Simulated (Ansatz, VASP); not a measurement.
## One calculation of BaF2, two programs

```
Ba F
1.0
     0.00000    3.09145    3.09145
     3.09145    0.00000    3.09145
     3.09145    3.09145    0.00000
Ba F
1 2
Direct
  0.00000 0.00000 0.00000
  0.25000 0.25000 0.25000
  0.75000 0.75000 0.75000
```

Alike in both runs: task single point; functional PBE; k mesh 6 × 6 × 6; occupations gaussian, width 0.02 eV; no spin polarisation.

|  | VASP | Ansatz |
| --- | --- | --- |
| version | VASP 6.6.1 | Ansatz 0.2.0 |
| potentials or method | VASP PAW PBE potentials, release 64 (Ba_sv, F), cutoff 600 eV | scalar-relativistic, plane waves, PAW |
| valence electrons in the cell | 24 | 24 |

Ansatz gave:

| Quantity | Value |
| --- | --- |
| gap on the k mesh at the Fermi level (eV) | 6.89 |
| least direct gap on the mesh (eV) | 6.97 |
| pressure (GPa) | 1.8 |

Q: What did VASP give for the same quantities?

A: gap on the k mesh at the Fermi level (eV): 6.81; least direct gap on the mesh (eV): 6.88; pressure (GPa): 2.8.

Neither program's run includes spin-orbit coupling.
